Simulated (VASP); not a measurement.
Set up this calculation in VASP 6.6.1, as the native input.

- Task: single point
- Functional: PBEsol
- Potentials or basis: VASP PAW PBE potentials, release 64 (Co, Si)
- Cutoff: 520 eV
- k mesh: 14 × 14 × 14
- Occupations: gaussian, width 0.15 eV
- Spin: collinear spin, ferromagnetic start
- Starting moments: [1.65, 0.0, 0.0] μB
- Fixed moment: 1.65 μB
- Dipole correction: no
- Further INCAR settings: ALGO = Normal; EDIFF = 1e-06; NBANDS = 20

The structure of CoSi2 lies in POSCAR:

```
CoSi2
1.0
    0.0000000000      2.7585956939      2.7585956939
    2.7585956939      0.0000000000      2.7585956939
    2.7585956939      2.7585956939      0.0000000000
Co Si
1 2
Direct
    0.0000000000      0.0000000000      0.0000000000
    0.2500000000      0.2500000000      0.2500000000
    0.7500000000      0.7500000000      0.7500000000
```

The input as run:

INCAR

```
ALGO = Normal
EDIFF = 1E-6
ENCUT = 520
GGA = PS
ISIF = 2
ISMEAR = 0
ISPIN = 2
LASPH = T
LCHARG = F
LMAXMIX = 4
LORBIT = 11
LREAL = F
LWAVE = F
MAGMOM = 1.65 0 0
NBANDS = 20
NELM = 150
NUPDOWN = 1.65
PREC = Accurate
SIGMA = 0.15
```

KPOINTS

```
k-points
0
Gamma
  14 14 14
```

Potentials or basis: VASP PAW PBE potentials, release 64 (Co, Si).

The run is started by

```bash
$ cat potpaw_PBE.64/Co/POTCAR potpaw_PBE.64/Si/POTCAR > POTCAR
$ mpirun -np 1 vasp_std > vasp.out
```

Results of the run:

| Property | Result |
| --- | --- |
| Pressure | -7.5 GPa |
| Net moment | 1.65 μB per cell |
| Site moments | Co +1.08; Si +0.12 μB |
| Valence electrons inside the program's atomic spheres | Co 8.59; Si 1.57 |

Caveat: the cell stands under tension; the PAW data sets were made with another functional, which shifts forces and pressure a little; the total moment is fixed, so each spin has its own Fermi level.

It took 4.6 min on 1 thread of Intel Xeon 8259CL, on a shared host, peak memory 0.28 GiB.
